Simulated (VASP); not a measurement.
A run of VASP 6.6.1:

File INCAR:

```
SYSTEM = SiO2
PREC = Accurate
ENCUT = 520
EDIFF = 1E-6
ISMEAR = 0
SIGMA = 0.05
LREAL = .False.
LASPH = .True.
NELM = 100
ALGO = Normal
ISIF = 2
LWAVE = .False.
LCHARG = .True.
GGA = PE
LELF = .True.
LVHAR = .True.
NBANDS = 25
```

The input KPOINTS:

```
Automatic mesh
0
Gamma
  6 6 10
  0 0 0
```

The input POSCAR:

```
SiO2
1.0
    4.4095122067      0.0000000000      0.0000000000
    0.0000000000      4.4095122067      0.0000000000
    0.0000000000      0.0000000000      2.4821144212
Si O
2 4
Direct
    0.5000000000      0.5000000000      0.5000000000
    0.0000000000      0.0000000000      0.0000000000
    0.6930127928      0.6930127928      0.0000000000
    0.1930127928      0.8069872072      0.5000000000
    0.3069872072      0.3069872072      0.0000000000
    0.8069872072      0.1930127928      0.5000000000
```

Potentials or basis: VASP PAW PBE potentials, release 64 (Si, O).

Run with:

```console
$ cat potpaw_PBE.64/Si/POTCAR potpaw_PBE.64/O/POTCAR > POTCAR
$ mpirun -np 1 vasp_std > vasp.out
```

Hardware: 1 thread of AMD EPYC 9R45 96-Core Processor (Zen 5) (shared host).

Q: How long does it take, and how much memory?

A: It took 31 s on 1 thread of AMD EPYC 9R45 96-Core Processor (Zen 5), on a shared host, peak memory 0.16 GiB. Counts: scf iterations 13, k points 60.
